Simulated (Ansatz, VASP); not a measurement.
## One calculation of WS2, two programs

File POSCAR:

```
WS2
1.0
    3.1822289551      0.0000000000      0.0000000000
   -1.5911144776      2.7558911158      0.0000000000
    0.0000000000      0.0000000000     19.6644314895
W S
3 6
Direct
    0.6666666667      0.3333333333      0.3326589331
    0.3333333333      0.6666666667      0.6659922664
    0.0000000000      0.0000000000      0.9993255997
    0.3333333333      0.6666666667      0.2533674472
    0.6666666667      0.3333333333      0.0786069531
    0.0000000000      0.0000000000      0.5867007805
    0.3333333333      0.6666666667      0.4119402864
    0.6666666667      0.3333333333      0.9200341139
    0.0000000000      0.0000000000      0.7452736197
```

Contents of INCAR.step1:

```
PREC     = Accurate       # precision mode
ENCUT    = 550            # plane-wave cutoff, eV
ISMEAR   = 0              # smearing method
SIGMA    = 0.02           # smearing width, eV
LREAL    = False          # projectors in reciprocal space
LASPH    = True           # aspherical terms in the spheres
NELM     = 120            # most SCF steps
NBANDS   = 49             # bands
GGA      = PE             # functional
ALGO     = Normal         # electronic algorithm
EDIFF    = 1E-5           # SCF threshold, eV
LWAVE    = True           # write WAVECAR
LCHARG   = False          # write CHGCAR
GGA_COMPAT= False
```

The input INCAR.step2:

```
PREC     = Accurate       # precision mode
ENCUT    = 550            # plane-wave cutoff, eV
EDIFF    = 1E-6           # SCF threshold, eV
ISMEAR   = 0              # smearing method
SIGMA    = 0.02           # smearing width, eV
LREAL    = False          # projectors in reciprocal space
LASPH    = True           # aspherical terms in the spheres
NELM     = 120            # most SCF steps
ALGO     = Normal         # electronic algorithm
ISIF     = 2              # what is computed and relaxed
LWAVE    = False          # write WAVECAR
LCHARG   = False          # write CHGCAR
METAGGA  = R2SCAN         # meta-GGA
LMIXTAU  = True         
NBANDS   = 49             # bands
ISTART   = 1            
GGA_COMPAT= False
```

The input KPOINTS:

```
Automatic mesh
0
Gamma
  12 12 2
```

Input for Ansatz:

```yaml
crystal:
  lattice:
    - [3.1822289559, 0.0, 0.0]
    - [-1.591114478, 2.7558911165, 0.0]
    - [0.0, 0.0, 19.6644303554]
  atoms:
    - { symbol: W, position: [0.6666666667, 0.3333333333, 0.332658933] }
    - { symbol: W, position: [0.3333333333, 0.6666666667, 0.6659922663] }
    - { symbol: W, position: [0.0, 0.0, 0.9993255996] }
    - { symbol: S, position: [0.3333333333, 0.6666666667, 0.2533674425] }
    - { symbol: S, position: [0.6666666667, 0.3333333333, 0.0786069578] }
    - { symbol: S, position: [0.0, 0.0, 0.5867007759] }
    - { symbol: S, position: [0.3333333333, 0.6666666667, 0.4119402912] }
    - { symbol: S, position: [0.6666666667, 0.3333333333, 0.9200341092] }
    - { symbol: S, position: [0.0, 0.0, 0.7452736245] }
basis:
  ecutwfc: 500
kpoints:
  mp_grid: { grid: [12, 12, 2] }
hamiltonian:
  xc: r2scan
scf:
  occupations: { method: gaussian, width: 0.02 }
output:
  forces: true
  stress: true
  eigenvalues: true
  write_density: true
  write_potential: true
  elf: true
  volumetric_format: npy
```

Alike in both runs: task single point; functional r2SCAN; k mesh 12 × 12 × 2; occupations gaussian, width 0.02 eV; no spin polarisation.

|  | VASP | Ansatz |
| --- | --- | --- |
| version | VASP 6.6.1 | Ansatz 0.2.0 |
| potentials or method | VASP PAW PBE potentials, release 64 (W_sv, S), cutoff 550 eV | scalar-relativistic, plane waves, PAW |
| valence electrons in the cell | 78 | 78 |

Ansatz gave:

* gap on the k mesh at the Fermi level (eV): 1.37
* least direct gap on the mesh (eV): 1.92
* pressure (GPa): 0.0
* traceless stress, the component that is largest in VASP (GPa): 0.00
* rms of the force components (eV/Å): 0.000

Task: Estimate VASP's values.

Result: gap on the k mesh at the Fermi level (eV): 1.39; least direct gap on the mesh (eV): 1.92; pressure (GPa): 0.2; traceless stress, the component that is largest in VASP (GPa): -0.06; rms of the force components (eV/Å): 0.010.

VASP's potentials were made for PBE, not for r2SCAN. Atom by atom the forces differ by 0.010 eV/Å (rms over components).

Spin-orbit coupling is off throughout.
